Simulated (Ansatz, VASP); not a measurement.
## One calculation of Al, two programs

The input INCAR:

```
ALGO = Normal
EDIFF = 1E-6
ENCUT = 520
ISIF = 2
ISMEAR = -1
LASPH = True
LCHARG = True
LELF = True
LREAL = False
LVHAR = True
LWAVE = False
NBANDS = 8
NELM = 60
PREC = Accurate
SIGMA = 0.05
```

File KPOINTS:

```
k-points
0
Gamma
  11 11 11
```

Contents of POSCAR:

```
Al
1.0
    0.0000000000      1.9834708509      1.9834708509
    1.9834708509      0.0000000000      1.9834708509
    1.9834708509      1.9834708509      0.0000000000
Al
1
Direct
    0.0000000000      0.0000000000      0.0000000000
```

File input.yaml:

```yaml
crystal:
  lattice:
    - [0.0, 1.9834708509, 1.9834708509]
    - [1.9834708509, 0.0, 1.9834708509]
    - [1.9834708509, 1.9834708509, 0.0]
  atoms:
    - { symbol: Al, position: [0.0, 0.0, 0.0] }
kpoints:
  mp_grid: { grid: [11, 11, 11] }
scf:
  occupations: { method: fermi_dirac, width: 0.05 }
hamiltonian:
  xc: lda
  pseudopotentials: { kind: all_electron, lapw: { basis_error: 0.001 } }
output:
  forces: true
  stress: true
  eigenvalues: true
```

Change from the starting cell: volume scaled by 0.94.

Alike in both runs: task single point; functional LDA; k mesh 11 × 11 × 11; occupations fermi-dirac, width 0.05 eV; no spin polarisation.

|  | VASP | Ansatz |
| --- | --- | --- |
| version | VASP 6.6.1 | Ansatz 0.2.0 |
| potentials or method | VASP PAW LDA potentials, release 64 (Al), cutoff 520 eV | all-electron LAPW, scalar-relativistic |

|  | VASP | Ansatz | Ansatz less VASP |
| --- | --- | --- | --- |
| gap on the k mesh at the Fermi level (eV) | none | none | - |
| pressure (GPa) | 1.3 | 1.2 | -0.09 |

LDA's correlation is that of Perdew and Zunger in VASP and of Perdew and Wang (1992) in Ansatz. A gap of «none» marks a metal or a gap that the smearing closes. Ansatz ran all-electron here, and VASP with PAW potentials.
